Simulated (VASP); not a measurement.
# Y (P6_3/mmc) in VASP: further runs

The runs below take Y through single point, relaxation of cell and atoms, with PBE.

Everything below comes from runs of VASP 6.6.1. Logs are shortened: lines on timing, memory, paths and dates and some standing lists are left out, and cuts for length are marked.

### Step 1. The cell of the first run

The structure is hexagonal, space group P6_3/mmc (No. 194). The conventional cell has a = 3.667 Å, b = 3.667 Å, c = 5.667 Å, α = 90.00°, β = 90.00°, γ = 120.00°. Within 4.6 Å of Y (site symmetry -6m2) lie 12 Y at 3.54 to 3.67 Å.

### Step 2. Single point, PBE

INCAR

```
ALGO     = Normal         # electronic algorithm
EDIFF    = 1E-6           # SCF threshold, eV
ENCUT    = 520            # plane-wave cutoff, eV
GGA      = PE             # functional
ISIF     = 2              # what is computed and relaxed
ISMEAR   = 0              # smearing method
LASPH    = T              # aspherical terms in the spheres
LCHARG   = F              # write CHGCAR
LREAL    = F              # projectors in reciprocal space
LWAVE    = F              # write WAVECAR
NBANDS   = 18             # bands
NELM     = 80             # most SCF steps
PREC     = Accurate       # precision mode
SIGMA    = 0.05           # smearing width, eV
```

KPOINTS

```
k-points
0
Gamma
  6 6 4
```

POSCAR

```
Y
1.0
    3.6666960710      0.0000000000      0.0000000000
   -1.8333480355      3.1754519455      0.0000000000
    0.0000000000      0.0000000000      5.6666977117
Y
2
Direct
    0.3333333333      0.6666666667      0.7500000000
    0.6666666667      0.3333333333      0.2500000000
```

Potentials or basis: VASP PAW PBE potentials, release 64 (Y_sv).

Run with:

```bash
$ cat potpaw_PBE.64/Y_sv/POTCAR > POTCAR
$ mpirun -np 1 vasp_std > vasp.out
```

OUTCAR:

```text
EDIFF = 1E-6
   ENCUT = 520
   GGA = PE
   ISIF = 2
   ISMEAR = 0
   LASPH = T
   LREAL = F
   NELM = 80
   PREC = Accurate

 ion  position               nearest neighbor table
   1  0.333  0.667  0.750-   2 3.54   2 3.54   2 3.54   2 3.54   2 3.54   2 3.54
   2  0.667  0.333  0.250-   1 3.54   1 3.54   1 3.54   1 3.54   1 3.54   1 3.54

  LATTYP: Found a hexagonal cell.
 ALAT       =     3.6666960710
 C/A-ratio  =     1.5454506188

  Lattice vectors:

 A1 = (   3.6666960710,   0.0000000000,   0.0000000000)
 A2 = (  -1.8333480355,   3.1754519455,   0.0000000000)
 A3 = (   0.0000000000,   0.0000000000,   5.6666977117)

Analysis of symmetry for initial positions (statically):
=====================================================================
 Subroutine PRICEL returns:
 Original cell was already a primitive cell.

 Routine SETGRP: Setting up the symmetry group for a
 hexagonal supercell.

 Subroutine GETGRP returns: Found 24 space group operations
 (whereof 12 operations were pure point group operations)
 out of a pool of 24 trial point group operations.

The static configuration has the point symmetry D_3d.
 The point group associated with its full space group is D_6h.

Analysis of symmetry for dynamics (positions and initial velocities):
=====================================================================
 Subroutine PRICEL returns:
 Original cell was already a primitive cell.

 Routine SETGRP: Setting up the symmetry group for a
 hexagonal supercell.

 Subroutine GETGRP returns: Found 24 space group operations
 (whereof 12 operations were pure point group operations)
 out of a pool of 24 trial point group operations.

The dynamic configuration has the point symmetry D_3d.
 The point group associated with its full space group is D_6h.

 Subroutine INISYM returns: Found 24 space group operations
 (whereof 12 operations are pure point group operations),
 and found     1 'primitive' translations

----------------------------------------------------------------------------------------

                                     Primitive cell

  volume of cell :      65.9797

  direct lattice vectors                    reciprocal lattice vectors
     3.666696071  0.000000000  0.000000000     0.272725086  0.157457902  0.000000000
    -1.833348036  3.175451945  0.000000000     0.000000000  0.314915803  0.000000000
     0.000000000  0.000000000  5.666697712     0.000000000  0.000000000  0.176469621

  length of vectors
     3.666696071  3.666696071  5.666697712     0.314915803  0.314915803  0.176469621

  position of ions in fractional coordinates (direct lattice)
     0.333333333  0.666666667  0.750000000
     0.666666667  0.333333333  0.250000000

  ion indices of the primitive-cell ions
   primitive index   ion index
                 1           1
                 2           2

----------------------------------------------------------------------------------------

 KPOINTS: k-points

Automatic generation of k-mesh.
 Grid dimensions read from file:
 generate k-points for:    6    6    4

 Generating k-lattice:

  Cartesian coordinates                     Fractional coordinates (reciprocal lattice)
     0.045454181  0.026242984  0.000000000     0.166666667 -0.000000000  0.000000000
     0.000000000  0.052485967  0.000000000     0.000000000  0.166666667  0.000000000
     0.000000000  0.000000000  0.044117405     0.000000000  0.000000000  0.250000000

  Length of vectors
     0.052485967  0.052485967  0.044117405

  Shift w.r.t. Gamma in fractional coordinates (k-lattice)
     0.000000000  0.000000000  0.000000000

 Subroutine IBZKPT returns following result:
 ===========================================

 Found     21 irreducible k-points:

 Following reciprocal coordinates:
            Coordinates               Weight
  0.000000  0.000000  0.000000      1.000000
  0.166667 -0.000000  0.000000      6.000000
  0.333333 -0.000000  0.000000      6.000000
  0.500000 -0.000000  0.000000      3.000000
  0.166667  0.166667  0.000000      6.000000
  0.333333  0.166667  0.000000     12.000000
[... 13 lines left out ...]
  0.333333  0.166667  0.500000     12.000000
  0.333333  0.333333  0.500000      2.000000
   k-points           NKPTS =     21   k-points in BZ     NKDIM =     21   number of bands    NBANDS=     18
   number of dos      NEDOS =    301   number of ions     NIONS =      2
   total plane-waves  NPLWV =  32928
   dimension x,y,z NGX =    28 NGY =   28 NGZ =   42
   dimension x,y,z NGXF=    56 NGYF=   56 NGZF=   84
   ions per type =               2
   NGX,Y,Z   is equivalent  to a cutoff of  12.70, 12.70, 12.32 a.u.
   NGXF,Y,Z  is equivalent  to a cutoff of  25.39, 25.39, 24.64 a.u.
 SYSTEM =  unknown system
   PREC   = accura    normal or accurate (medium, high low for compatibility)
   ISTART =      0    job   : 0-new  1-cont  2-samecut
   ICHARG =      2    charge: 1-file 2-atom 10-const
   ISPIN  =      1    spin polarized calculation?
   LNONCOLLINEAR =      F non collinear calculations
   LSORBIT =      F    spin-orbit coupling
   LASPH  =      T    aspherical Exc in radial PAW
   ENCUT  =  520.0 eV  38.22 Ry    6.18 a.u.   6.82  6.82 10.54*2*pi/ulx,y,z
   NELM   =     80;   NELMIN=  2; NELMDL= -5     # of ELM steps
   EDIFF  = 0.1E-05   stopping-criterion for ELM
   LREAL  =      F    real-space projection
   EDIFFG = 0.1E-04   stopping-criterion for IOM
   NSW    =      0    number of steps for IOM
   IBRION =     -1    ionic relax: 0-MD 1-quasi-New 2-CG
   NFREE  =      0    steps in history (QN), initial steepest desc. (CG)
   ISIF   =      2    stress and relaxation
   ISYM   =      2    0-nonsym 1-usesym 2-fastsym
   POTIM  = 0.5000    time-step for ionic-motion
   TEBEG  =    0.0;   TEEND  =   0.0 temperature during run
   PSTRESS=    0.0 pullay stress
   NELECT =      22.0000    total number of electrons
   NUPDOWN=      -1.0000    fix difference up-down
   EMIN   =  10.00;   EMAX   =-10.00  energy-range for DOS
   EFERMI =   0.00;   METHOD = LEGACY
   ISMEAR =     0;   SIGMA  =   0.05  broadening in eV -4-tet -1-fermi 0-gaus
   EFERMI_NEDOS =   21; number of points for ismear=-14 and -15
   IALGO  =     38    algorithm
   IMIX   =      4    mixing-type and parameters
     AMIX     =   0.40;   BMIX     =  1.00
     AMIX_MAG =   1.60;   BMIX_MAG =  1.00
  volume/ion in A,a.u.               =      32.99       222.63
  Fermi-wavevector in a.u.,A,eV,Ry     =   1.135217  2.145249 17.534068  1.288718
  Thomas-Fermi vector in A             =   2.271922
   LORBIT       =      0    0 simple, 1 ext, 2 COOP (PROOUT), +10 PAW based schemes
   GGA     = PE    functional components
   LHFCALC =     F    Hartree Fock is set to
   AEXX    =    0.0000 exact exchange contribution
   IVDW    =     0    specifies the selected vdW correction
   LEPSILON=     F    determine dielectric tensor
   LRPA    =     F    only Hartree local field effects (RPA)
 non-spin polarized calculation
 Gauss-broadening in eV      SIGMA  =   0.05
  energy-cutoff  :      520.00
  volume of cell :       65.98
 maximum number of plane-waves:      1794
 NGX is ok and might be reduce to    28
   NGX = 13   NGY = 13   NGZ = 21

 number of electron      22.0000000 magnetization

 Free energy of the ion-electron system (eV)
  ---------------------------------------------------
  ext. energy  EPLUGINS =         0.00000000
  ---------------------------------------------------
  free energy    TOTEN  =       -12.88465229 eV

  energy without entropy =      -12.88100657  energy(sigma->0) =      -12.88282943

 E-fermi :   3.0191     XC(G=0):  -9.4113

 val. band max:        2.9634800911   @ k =   0.3333   0.1667   0.2500
 cond. band min:       3.0375331998   @ k =   0.1667   0.1667   0.0000
 fundamental gap:      0.0740531087
 Fermi energy:         3.0190673346

 k-point     1 :       0.0000    0.0000    0.0000
  band No.  band energies     occupation
      1     -39.7363      2.00000
      2     -39.6603      2.00000
      3     -20.0061      2.00000
      4     -19.5496      2.00000
      5     -19.5496      2.00000
      6     -19.4548      2.00000
[... 10 lines left out ...]
     17       5.6706      0.00000
     18       5.6706      0.00000

 k-point     2 :       0.1667   -0.0000    0.0000
  band No.  band energies     occupation
      1     -39.7238      2.00000
      2     -39.6568      2.00000
      3     -19.9591      2.00000
      4     -19.6366      2.00000
      5     -19.5796      2.00000
      6     -19.5453      2.00000
[... 10 lines left out ...]
     17       5.7629      0.00000
     18       5.8115      0.00000

 k-point     3 :       0.3333   -0.0000    0.0000
  band No.  band energies     occupation
      1     -39.6962      2.00000
      2     -39.6524      2.00000
      3     -19.8436      2.00000
      4     -19.8124      2.00000
      5     -19.7145      2.00000
      6     -19.6353      2.00000
[... 10 lines left out ...]
     17       6.8898      0.00000
     18       7.0808      0.00000

 k-point     4 :       0.5000   -0.0000    0.0000
  band No.  band energies     occupation
      1     -39.6787      2.00000
      2     -39.6538      2.00000
      3     -19.9006      2.00000
      4     -19.7943      2.00000
      5     -19.7568      2.00000
      6     -19.6618      2.00000
[... 312 lines left out ...]
      4     -19.8305      2.00000
      5     -19.5926      2.00000
      6     -19.5926      2.00000
[... 10 lines left out ...]
     17       7.2126      0.00000
     18       7.2126      0.00000

 k-point    20 :       0.3333    0.1667    0.5000
  band No.  band energies     occupation
      1     -39.6662      2.00000
      2     -39.6662      2.00000
      3     -19.9119      2.00000
      4     -19.9119      2.00000
      5     -19.6575      2.00000
      6     -19.6575      2.00000
[... 10 lines left out ...]
     17       7.7659      0.00000
     18       7.7659      0.00000

 k-point    21 :       0.3333    0.3333    0.5000
  band No.  band energies     occupation
      1     -39.6622      2.00000
      2     -39.6622      2.00000
      3     -19.8883      2.00000
      4     -19.8883      2.00000
      5     -19.7420      2.00000
      6     -19.7420      2.00000
[... 10 lines left out ...]
     17       7.4102      0.00000
     18       7.4102      0.00000

------------------------ aborting loop because EDIFF is reached ----------------------------------------

  FORCE on cell =-STRESS in cart. coord.  units (eV):
  Direction    XX          YY          ZZ          XY          YZ          ZX
  --------------------------------------------------------------------------------------
  -------------------------------------------------------------------------------------
  Total       -0.0068708     -0.0068708     -0.1089117      0.0000000      0.0000000      0.0000000
  in kB       -0.1668417     -0.1668417     -2.6446884      0.0000000      0.0000000      0.0000000
  external PRESSURE =      -0.9927906 kB  Pullay stress =       0.0000000 kB

 VOLUME and BASIS-vectors are now :
 -----------------------------------------------------------------------------
  energy-cutoff  :      520.00
  volume of cell :       65.98
      direct lattice vectors                 reciprocal lattice vectors
     3.666696071  0.000000000  0.000000000     0.272725086  0.157457902  0.000000000
    -1.833348036  3.175451945  0.000000000     0.000000000  0.314915803  0.000000000
     0.000000000  0.000000000  5.666697712     0.000000000  0.000000000  0.176469621

 POSITION                                       TOTAL-FORCE (eV/Angst)
 -----------------------------------------------------------------------------------
     -0.00000      2.11697      4.25002        -0.000000      0.000000      0.000000
      1.83335      1.05848      1.41667         0.000000     -0.000000      0.000000
 -----------------------------------------------------------------------------------
    total drift:                               -0.000000      0.000000     -0.000000

  FREE ENERGIE OF THE ION-ELECTRON SYSTEM (eV)
  ---------------------------------------------------
  free  energy   TOTEN  =       -12.8846522869 eV

  energy  without entropy=      -12.8810065678  energy(sigma->0) =      -12.88282943
```

Wall time 45 s (1 thread of Intel Xeon 8259CL, shared host); peak memory 0.19 GiB.

What came out:

```
Free energy            : -12.8847 eV
Pressure               : -0.1 GPa
Band gap on the k mesh : zero (bands 11 and 12 overlap by 1.48 eV)
```

### Step 3. Relaxation of cell and atoms, PBE

This run uses another cell than the first one, of 33.08 Å³/atom.

INCAR

```
ALGO = Normal ; EDIFF = 1E-6
EDIFFG = -0.03 ; ENCUT = 600
GGA = PE ; IBRION = 2
ISIF = 3 ; ISMEAR = 0
LASPH = T ; LCHARG = F
LREAL = F ; LWAVE = F
NELM = 80 ; NSW = 80
PREC = Accurate ; SIGMA = 0.05
```

KPOINTS is that of step 2.

POSCAR

```
Y
1.0
    3.6500000000      0.0000000000      0.0000000000
   -1.8250000000      3.1609927238      0.0000000000
    0.0000000000      0.0000000000      5.7341500000
Y
2
Direct
    0.3333333333      0.6666666667      0.7500000000
    0.6666666667      0.3333333333      0.2500000000
```

Potentials or basis: VASP PAW PBE potentials, release 64 (Y_sv).

Run with:

```bash
$ cat potpaw_PBE.64/Y_sv/POTCAR > POTCAR
$ mpirun -np 1 vasp_std > vasp.out
```

It took 2.4 min on 1 thread of Intel Xeon 8259CL, shared host; peak memory 0.22 GiB.

The run converged. Its results:

```
Free energy                           : -12.8849 eV
Relaxed volume                        : 32.95 Å³/atom
Relaxed cell                          : a = 3.670 Å, b = 3.670 Å, c = 5.648 Å, α = 90.00°, β = 90.00°, γ = 120.00°
Space group after relaxing (to 0.1 Å) : P6_3/mmc (No. 194)
Energy gained by relaxing             : 1.9 meV/atom
Ionic steps                           : 5
Pressure after relaxing               : -0.1 GPa
Band gap on the k mesh                : zero (bands 11 and 12 overlap by 1.50 eV)
```

Step by step:
```tsv
step	energy change (eV)	largest force (eV/Å)	pressure (GPa)	volume (Å³)
1	0.0000	0.0000	-0.21	66.16
2	-0.0034	0.0000	0.06	65.74
3	-0.0038	0.0000	0.15	65.58
4	-0.0038	0.0000	0.17	65.57
5	-0.0039	0.0000	-0.06	65.89
```

Final structure:
```
Y
1.0
     3.67039    0.00000    0.00000
    -1.83519    3.17865    0.00000
     0.00000    0.00000    5.64780
Y
2
Cartesian
  0.0000 2.1191 4.2358
  1.8352 1.0595 1.4120
```

Levels at points of the mesh, in eV from the Fermi level:
```csv
k point,band 8,band 9,band 10,band 11,band 12,band 13,band 14,band 15
"(0.00, 0.00, 0.00)",-22.41,-4.72,-1.87,0.97,1.67,1.67,2.14,2.31
"(0.50, 0.00, 0.00)",-22.52,-1.73,-1.22,-0.82,-0.20,1.34,1.43,2.10
"(0.00, 0.00, 0.50)",-22.52,-3.25,-3.25,0.99,0.99,1.56,1.56,1.56
"(0.50, 0.00, 0.50)",-22.56,-1.68,-1.68,0.06,0.06,1.34,1.34,2.66
```

The gap in the log of VASP goes by the Fermi energy; the results here count the filled bands.